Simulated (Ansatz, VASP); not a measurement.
Ta in VASP and in Ansatz

```xyz
1
Lattice="-1.6594 1.6594 1.6594 1.6594 -1.6594 1.6594 1.6594 1.6594 -1.6594" Properties=species:S:1:pos:R:3 pbc="T T T"
Ta    0.0000    0.0000    0.0000
```

Alike in both runs: functional PBE; k mesh 24 × 24 × 24; occupations gaussian, width 0.1 eV; no spin polarisation.

Ansatz relaxed the structure, and its values are those at the end. VASP's run is a single point on that final structure, the one shown.

```csv
,VASP,Ansatz
version,VASP 6.6.1,Ansatz 0.2.0
potentials or method,"VASP PAW PBE potentials, release 64 (Ta_pv)","scalar-relativistic, plane waves, PAW"
plane-wave cutoff (eV),520,420
valence electrons in the cell,11,13
```

```csv
,VASP,Ansatz,Ansatz less VASP
gap on the k mesh at the Fermi level (eV),none,none,-
pressure (GPa),0.1,0.0,-0.09
```

A gap of «none» marks a metal or a gap that the smearing closes. VASP's potentials hold 11 valence electrons a cell and Ansatz's 13, so a difference there can come from the potentials and not from the codes.

Spin-orbit coupling is off throughout.
